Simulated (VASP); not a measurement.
Write the native input for VASP 6.6.1 that does the following.

* Task: single point
* Functional: PBE
* Potentials or basis: VASP PAW PBE potentials, release 64 (Rh_pv)
* Cutoff: 400 eV
* k mesh: 12 × 12 × 1
* Occupations: methfessel-paxton, width 0.1 eV
* Spin: no spin polarisation
* Dipole correction: yes
* Further INCAR settings: ALGO = Normal; EDIFF = 1e-06; NBANDS = 78; NELMDL = -8

The structure of Rh lies in POSCAR:

```
Rh
1.0
    2.7078945990      0.0000000000      0.0000000000
    0.0000000000      2.7078945990      0.0000000000
    0.0000000000      0.0000000000     31.3181650690
Rh
9
Direct
    0.0000000000      0.0000000000      0.2580174649
    0.5000000000      0.5000000000      0.3163772445
    0.0000000000      0.0000000000      0.3777264148
    0.5000000000      0.5000000000      0.4391264436
    0.0000000000      0.0000000000      0.5000000024
    0.5000000000      0.5000000000      0.5608735601
    0.0000000000      0.0000000000      0.6222735865
    0.5000000000      0.5000000000      0.6836227534
    0.0000000000      0.0000000000      0.7419825297
```

The input as run:

INCAR

```
PREC = Accurate
ENCUT = 400
EDIFF = 1E-6
ISMEAR = 1
SIGMA = 0.1
LREAL = False
LASPH = True
NELM = 120
ALGO = Normal
ISIF = 2
LWAVE = False
LCHARG = False
LDIPOL = True
IDIPOL = 3
DIPOL = 0.5 0.5 0.500
GGA = PE
NBANDS = 78
GGA_COMPAT = False
NELMDL = -8
```

KPOINTS

```
regular mesh
0
Gamma
  12 12 1
```

Potentials or basis: VASP PAW PBE potentials, release 64 (Rh_pv).

Command:

```console
$ cat potpaw_PBE.64/Rh_pv/POTCAR > POTCAR
$ mpirun -np 1 vasp_std > vasp.out
```

It gave:

```json
{"Largest force": "0.015 eV/Å", "Band gap on the k mesh": "zero (an odd number of electrons rules out a gap without spin polarisation)"}
```

It took 12 min on 1 thread of Intel(R) Xeon(R) Platinum 8488C (Sapphire Rapids), with other jobs on the host, peak memory 0.36 GiB.
